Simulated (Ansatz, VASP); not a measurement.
Two plane-wave programs on NaI

```
CELL_PARAMETERS angstrom
0.00000 3.23640 3.23640
3.23640 0.00000 3.23640
3.23640 3.23640 0.00000
ATOMIC_POSITIONS crystal
Na 0.00000 0.00000 0.00000
I 0.50000 0.50000 0.50000
```

Alike in both runs: task single point; functional PBEsol; k mesh 8 × 8 × 8; occupations gaussian, width 0.05 eV; non-collinear spin, spin-orbit coupling.

```csv
,VASP,Ansatz
version,VASP 6.6.1,Ansatz 0.2.0
potentials or method,"VASP PAW PBE potentials, release 64 (Na_pv, I), cutoff 520 eV","plane waves, PAW"
valence electrons in the cell,14,26
```

Ansatz gave:

```
pressure (GPa)           : -0.5
net moment per atom (μB) : 0.00
```

Task: What did VASP give for the same quantities?

Result: Pressure (GPa): -0.4; net moment per atom (μB): 0.00.

VASP's potentials were made for PBE, not for PBEsol. VASP's potentials hold 14 valence electrons a cell and Ansatz's 26, so a difference there can come from the potentials and not from the codes.
